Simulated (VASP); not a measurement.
# HfN (P6_3/mmc) in VASP: a series of runs, part 3 of 3

VASP 6.6.1.

### Step 4. Relaxation of cell and atoms, LDA

INCAR

```
SYSTEM = HfN
PREC     = Accurate       ! precision mode
ENCUT    = 600            ! plane-wave cutoff, eV
EDIFF    = 1E-6           ! SCF threshold, eV
ISMEAR   = 0              ! smearing method
SIGMA    = 0.1            ! smearing width, eV
LREAL    = .False.        ! projectors in reciprocal space
LASPH    = .True.         ! aspherical terms in the spheres
NELM     = 100            ! most SCF steps
ALGO     = Normal         ! electronic algorithm
ISIF     = 3              ! what is computed and relaxed
LWAVE    = .False.        ! write WAVECAR
LCHARG   = .False.        ! write CHGCAR
IBRION   = 2              ! ionic algorithm
NSW      = 100            ! ionic steps
EDIFFG   = -0.005         ! ionic threshold
```

KPOINTS

```
Automatic mesh
0
Gamma
  15 15 8
  0 0 0
```

POSCAR

```
HfN
1.0
    3.0993838779      0.0000000000      0.0000000000
   -1.5496919390      2.6841451744      0.0000000000
    0.0000000000      0.0000000000      5.3709345866
Hf N
2 2
Direct
    0.6666666667      0.3333333333      0.7500000000
    0.3333333333      0.6666666667      0.2500000000
    0.0000000000      0.0000000000      0.0000000000
    0.0000000000      0.0000000000      0.5000000000
```

Potentials or basis: VASP PAW LDA potentials, release 64 (Hf_pv, N).

Started as:

```console
> cat potpaw_LDA.64/Hf_pv/POTCAR potpaw_LDA.64/N/POTCAR > POTCAR
> mpirun -np 1 vasp_std > vasp.out
```

OUTCAR:

```text
SYSTEM = HfN
   PREC = Accurate
   ENCUT = 600
   EDIFF = 1E-6
   ISMEAR = 0
   LREAL = .False.
   LASPH = .True.
   NELM = 100
   ISIF = 3
   IBRION = 2
   NSW = 100
   EDIFFG = -0.005

 ion  position               nearest neighbor table
   1  0.667  0.333  0.750-   3 2.24   4 2.24   3 2.24   4 2.24   3 2.24   4 2.24   2 3.23   2 3.23
                             2 3.23   2 3.23   2 3.23   2 3.23
   2  0.333  0.667  0.250-   3 2.24   4 2.24   3 2.24   4 2.24   3 2.24   4 2.24   1 3.23   1 3.23
                             1 3.23   1 3.23   1 3.23   1 3.23
   3  0.000  0.000  0.000-   1 2.24   2 2.24   1 2.24   2 2.24   1 2.24   2 2.24
   4  0.000  0.000  0.500-   1 2.24   2 2.24   1 2.24   2 2.24   1 2.24   2 2.24

  LATTYP: Found a hexagonal cell.
 ALAT       =     3.0993838779
 C/A-ratio  =     1.7329039571

  Lattice vectors:

 A1 = (   3.0993838779,   0.0000000000,   0.0000000000)
 A2 = (  -1.5496919390,   2.6841451744,   0.0000000000)
 A3 = (   0.0000000000,   0.0000000000,   5.3709345866)

Analysis of symmetry for initial positions (statically):
=====================================================================
 Subroutine PRICEL returns:
 Original cell was already a primitive cell.

 Routine SETGRP: Setting up the symmetry group for a
 hexagonal supercell.

 Subroutine GETGRP returns: Found 24 space group operations
 (whereof 12 operations were pure point group operations)
 out of a pool of 24 trial point group operations.

The static configuration has the point symmetry D_3d.
 The point group associated with its full space group is D_6h.

Analysis of symmetry for dynamics (positions and initial velocities):
=====================================================================
 Subroutine PRICEL returns:
 Original cell was already a primitive cell.

 Routine SETGRP: Setting up the symmetry group for a
 hexagonal supercell.

 Subroutine GETGRP returns: Found 24 space group operations
 (whereof 12 operations were pure point group operations)
 out of a pool of 24 trial point group operations.

[... 134 lines left out ...]
   LEPSILON=     F    determine dielectric tensor
   LRPA    =     F    only Hartree local field effects (RPA)
 conjugate gradient relaxation of ions
 non-spin polarized calculation
 Gauss-broadening in eV      SIGMA  =   0.10
  energy-cutoff  :      600.00
  volume of cell :       44.68
 maximum number of plane-waves:      1510
 NGX is ok and might be reduce to    28
   NGX = 13   NGY = 13   NGZ = 21

--------------------------------------- Ionic step        1  -------------------------------------------

 number of electron      29.9999998 magnetization

 Free energy of the ion-electron system (eV)
  ---------------------------------------------------
  ext. energy  EPLUGINS =         0.00000000
  ---------------------------------------------------
  free energy    TOTEN  =       -47.61052050 eV

  energy without entropy =      -47.60678049  energy(sigma->0) =      -47.60865049

------------------------ aborting loop because EDIFF is reached ----------------------------------------

  FORCE on cell =-STRESS in cart. coord.  units (eV):
  Direction    XX          YY          ZZ          XY          YZ          ZX
  --------------------------------------------------------------------------------------
  -------------------------------------------------------------------------------------
  Total       -0.2549611     -0.2549611     -0.8230928      0.0000000      0.0000000     -0.0000000
  in kB       -9.1422527     -9.1422527    -29.5140060      0.0000000      0.0000000     -0.0000000
  external PRESSURE =     -15.9328371 kB  Pullay stress =       0.0000000 kB
[... 139 lines left out ...]
--------------------------------------- Ionic step        5  -------------------------------------------

 number of electron      29.9999998 magnetization

 Free energy of the ion-electron system (eV)
  ---------------------------------------------------
  ext. energy  EPLUGINS =         0.00000000
  ---------------------------------------------------
  free energy    TOTEN  =       -47.61256750 eV

  energy without entropy =      -47.60883010  energy(sigma->0) =      -47.61069880

 E-fermi :   8.0649     XC(G=0): -13.1763

 val. band max:        8.0456454788   @ k =   0.3333   0.2667   0.3750
 cond. band min:       8.0921897892   @ k =   0.3333   0.2000   0.5000
 fundamental gap:      0.0465443104
 Fermi energy:         8.0648755574

 k-point     1 :       0.0000    0.0000    0.0000
  band No.  band energies     occupation
      1     -23.4311      2.00000
      2     -22.4185      2.00000
      3     -22.3204      2.00000
      4     -22.3204      2.00000
      5     -22.2503      2.00000
      6     -22.2503      2.00000
[... 505 lines left out ...]
      6     -22.6081      2.00000
[... 11 lines left out ...]
     18      12.2817      0.00000
     19      12.8001      0.00000

 [... further k-points ...]

------------------------ aborting loop because EDIFF is reached ----------------------------------------

  FORCE on cell =-STRESS in cart. coord.  units (eV):
  Direction    XX          YY          ZZ          XY          YZ          ZX
  --------------------------------------------------------------------------------------
  -------------------------------------------------------------------------------------
  Total       -0.0029974     -0.0029974     -0.0050911      0.0000000      0.0000000      0.0000000
  in kB       -0.1080497     -0.1080497     -0.1835209      0.0000000      0.0000000      0.0000000
  external PRESSURE =      -0.1332068 kB  Pullay stress =       0.0000000 kB
[... 19 lines left out ...]
  FREE ENERGIE OF THE ION-ELECTRON SYSTEM (eV)
  ---------------------------------------------------
  free  energy   TOTEN  =       -47.6125675001 eV

  energy  without entropy=      -47.6088301013  energy(sigma->0) =      -47.61069880

 reached required accuracy - stopping structural energy minimisation
```

OSZICAR:

```text
N       E                     dE             d eps       ncg     rms          rms(c)
DAV:   1     0.125988063974E+03    0.12599E+03   -0.18708E+04  5130   0.177E+03
DAV:   2    -0.481635923244E+02   -0.17415E+03   -0.16919E+03  6892   0.366E+02
DAV:   3    -0.536285624127E+02   -0.54650E+01   -0.54148E+01  6353   0.525E+01
DAV:   4    -0.536856854680E+02   -0.57123E-01   -0.56843E-01  6759   0.522E+00
[... 36 lines left out ...]
DAV:   1    -0.476126333530E+02   -0.11506E-03   -0.58334E-03  5283   0.630E-01    0.125E-01
DAV:   2    -0.476125882496E+02    0.45103E-04   -0.12787E-04  6715   0.828E-02    0.345E-02
DAV:   3    -0.476125715041E+02    0.16746E-04   -0.12579E-05  6276   0.282E-02    0.184E-02
DAV:   4    -0.476125675974E+02    0.39067E-05   -0.63270E-06  6732   0.190E-02    0.120E-02
DAV:   5    -0.476125675001E+02    0.97296E-07   -0.28117E-07  3171   0.421E-03
   5 F= -.47612568E+02 E0= -.47610699E+02  d E =-.176630E-03
```

CONTCAR:

```text
HfN
   1.00000000000000
     3.0985598453564149    0.0000000000000156   -0.0000000000000000
    -1.5492799227281806    2.6834315412836549    0.0000000000000000
    -0.0000000000000000    0.0000000000000000    5.3454653623059567
  Hf              N
     2     2
Direct
     0.6666666667000030    0.3333333332999970    0.7500000000000000
     0.3333333332999970    0.6666666667000030    0.2500000000000000
     0.0000000000000000    0.0000000000000000    0.0000000000000000
     0.0000000000000000    0.0000000000000000    0.5000000000000000

  0.00000000E+00  0.00000000E+00  0.00000000E+00
  0.00000000E+00  0.00000000E+00  0.00000000E+00
  0.00000000E+00  0.00000000E+00  0.00000000E+00
  0.00000000E+00  0.00000000E+00  0.00000000E+00
```

Wall time 5.1 min (1 thread of Intel Xeon Platinum 8259CL at 2.50GHz (Skylake/Cascade Lake), shared host); peak memory 0.26 GiB.

What came out:

```yaml
Free_energy: -47.6126 eV
Relaxed_volume: 11.11 Å³/atom
Relaxed_cell: a = 3.099 Å, b = 3.099 Å, c = 5.345 Å, α = 90.00°, β = 90.00°, γ = 120.00°
Space_group_after_relaxing_to_0.05_Å: P6_3/mmc (No. 194)
Energy_gained_by_relaxing: 0.5 meV/atom
Ionic_steps: 5
Pressure_after_relaxing: 0.0 GPa
Band_gap_on_the_k_mesh: zero (band 15 reaches 10.04 eV, above the bottom of band 16 at 7.62 eV)
```

The path:
| step | energy change (eV) | largest force (eV/Å) | pressure (GPa) | volume (Å³) |
| --- | --- | --- | --- | --- |
| 1 | 0.0000 | 0.0000 | -1.59 | 44.68 |
| 2 | 0.0032 | 0.0000 | 3.34 | 43.97 |
| 3 | -0.0019 | 0.0000 | 0.24 | 44.41 |
| 4 | -0.0020 | 0.0000 | -0.13 | 44.47 |
| 5 | -0.0020 | 0.0000 | -0.01 | 44.45 |

Final structure:
```
CELL_PARAMETERS angstrom
3.09856 0.00000 0.00000
-1.54928 2.68343 0.00000
0.00000 0.00000 5.34547
ATOMIC_POSITIONS crystal
Hf 0.66667 0.33333 0.75000
Hf 0.33333 0.66667 0.25000
N 0.00000 0.00000 0.00000
N 0.00000 0.00000 0.50000
```

Caveat: spin-orbit coupling is left out, which moves the levels of the heavy elements.

### Step 5. The runs side by side

```tsv
task	cell	cutoff (eV)	smearing	gap on the mesh (eV)	pressure (GPa)
single point	a = 3.103, b = 3.103, c = 5.352 Å, angles 90.0, 90.0, 120.0°, 4 atoms	520	gaussian 0.1 eV	none	-1.1
relaxation of cell and atoms	relaxed to 22 GPa from a = 3.066, b = 3.066, c = 5.297 Å, angles 90.0, 90.0, 120.0°, 4 atoms	600	fermi-dirac 0.15 eV	none	22.0
relaxation of cell and atoms	relaxed from a = 3.099, b = 3.099, c = 5.371 Å, angles 90.0, 90.0, 120.0°, 4 atoms	600	gaussian 0.1 eV	none	0.0
```

Alike in all rows: level LDA; potentials or basis VASP PAW LDA potentials, release 64 (Hf_pv, N); no spin polarisation; k mesh 15 × 15 × 8.

Caveats: spin-orbit coupling is left out, which moves the levels of the heavy elements; the cell is relaxed towards a set pressure, so the enthalpy falls and the energy may rise (some runs).

Total energies depend on the potentials used, so only differences within one code and one set of settings carry meaning.
